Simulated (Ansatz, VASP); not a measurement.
# One calculation of CsSi4Sb2, two programs

```
CELL_PARAMETERS angstrom
-3.62882 3.62882 3.80155
3.62882 -3.62882 3.80155
3.62882 3.62882 -3.80155
ATOMIC_POSITIONS crystal
Cs 0.00000 0.00000 0.00000
Si 0.73056 0.50000 0.23056
Si 0.50000 0.73056 0.23056
Si 0.50000 0.26944 0.76944
Si 0.26944 0.50000 0.76944
Sb 0.25000 0.75000 0.50000
Sb 0.75000 0.25000 0.50000
```

Change from the starting cell: species swapped into the BaNi2P4 type (I4/mmm, No. 139).

Alike in both runs: functional PBE; k mesh 4 × 4 × 4; occupations gaussian, width 0.2 eV; no spin polarisation.

Ansatz relaxed the structure, and its values are those at the end. VASP's run is a single point on that final structure, the one shown.

|  | VASP | Ansatz |
| --- | --- | --- |
| version | VASP 6.6.1 | Ansatz 0.2.0 |
| potentials or method | VASP PAW PBE potentials, release 64 (Cs_sv, Si, Sb), cutoff 520 eV | scalar-relativistic, plane waves, PAW |
| valence electrons in the cell | 35 | 55 |

```tsv
	VASP	Ansatz	Ansatz less VASP
gap on the k mesh at the Fermi level (eV)	none	none	-
pressure (GPa)	0.2	0.1	-0.06
rms of the force components (eV/Å)	0.007	0.000	-0.0061
```

A gap of «none» marks a metal or a gap that the smearing closes. VASP's potentials hold 35 valence electrons a cell and Ansatz's 55, so a difference there can come from the potentials and not from the codes.

Spin-orbit coupling is off throughout.
